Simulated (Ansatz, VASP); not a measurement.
Given: the input of a run of VASP 6.6.1 on GaAs.

File INCAR:

```
PREC = Accurate
ENCUT = 520
EDIFF = 1E-7
ISMEAR = -1
SIGMA = 0.05
LREAL = False
LASPH = True
NELM = 80
ALGO = Normal
ISIF = 2
LWAVE = False
LCHARG = False
GGA = PS
IVDW = 12
NBANDS = 16
```

File KPOINTS:

```
regular mesh
0
Gamma
  8 8 8
```

Contents of POSCAR:

```
GaAs
1.0
    0.0000000000      2.7886446409      2.7886446409
    2.7886446409      0.0000000000      2.7886446409
    2.7886446409      2.7886446409      0.0000000000
As Ga
1 1
Direct
    0.7500000000      0.7500000000      0.7500000000
    0.0000000000      0.0000000000      0.0000000000
```

Potentials or basis: VASP PAW PBE potentials, release 64 (As, Ga_d).

Command:

```bash
$ cat potpaw_PBE.64/As/POTCAR potpaw_PBE.64/Ga_d/POTCAR > POTCAR
$ mpirun -np 1 vasp_std > vasp.out
```

Set up the same calculation for Ansatz 0.2.0. Potentials there: Ansatz PAW.

As run (the cutoff follows the program's own potentials):

input.yaml

```yaml
crystal:
  lattice:
    - [0.0, 2.7886446409, 2.7886446409]
    - [2.7886446409, 0.0, 2.7886446409]
    - [2.7886446409, 2.7886446409, 0.0]
  atoms:
    - { symbol: As, position: [0.75, 0.75, 0.75] }
    - { symbol: Ga, position: [0.0, 0.0, 0.0] }
hamiltonian:
  xc: pbesol
  pseudopotentials: { kind: paw }
  dispersion: d3bj
kpoints:
  mp_grid: { grid: [8, 8, 8] }
scf:
  occupations: { method: fermi_dirac, width: 0.05 }
output:
  forces: true
  stress: true
  eigenvalues: true
```

Potentials or basis: Ansatz PAW.

The run is started by

```console
$ ansatz run input.yaml --threads 2 --pin off --max-ram 5120MiB --backend cpu --events-out ev --progress --plain --runs-dir out
```

Both were run:

|  | VASP | Ansatz | Ansatz less VASP |
| --- | --- | --- | --- |
| gap on the k mesh at the Fermi level (eV) | 0.77 | 0.75 | -0.017 |
| least direct gap on the mesh (eV) | 0.77 | 0.75 | -0.017 |
| pressure (GPa) | 1.3 | 1.1 | -0.20 |

VASP's potentials were made for PBE, not for PBEsol. VASP's potentials hold 18 valence electrons a cell and Ansatz's 28, so a difference there can come from the potentials and not from the codes.
